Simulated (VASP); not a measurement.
Input of a VASP 6.6.1 run:

The input INCAR:

```
  PREC = Accurate
  ENCUT = 520
  EDIFF = 1E-6
  ISMEAR = 0
  SIGMA = 0.05
  LREAL = False
  LASPH = True
  NELM = 60
  ALGO = Normal
  ISIF = 2
  LWAVE = False
  LCHARG = False
  GGA = CA
  NBANDS = 14
```

KPOINTS

```
Automatic mesh
0
Gamma
  8 8 8
```

The input POSCAR:

```
NaF
1.0
    0.0000000000      2.2071350000      2.2071350000
    2.2071350000      0.0000000000      2.2071350000
    2.2071350000      2.2071350000      0.0000000000
Na F
1 1
Direct
    0.0000000000      0.0000000000      0.0000000000
    0.5000000000      0.5000000000      0.5000000000
```

Potentials or basis: VASP PAW LDA potentials, release 64 (Na_pv, F).

Run with:

```sh
$ cat potpaw_LDA.64/Na_pv/POTCAR potpaw_LDA.64/F/POTCAR > POTCAR
$ mpirun -np 1 vasp_std > vasp.out
```

**Question.** Estimate the band gap on the k mesh.

**Answer.** 6.80 eV, direct.

**Question.** What does it give for the pressure?

**Answer.** 4.3 GPa.

Caveat: the cell differs from its parent crystal (strain -0.050 along x and y, -0.050 along z).
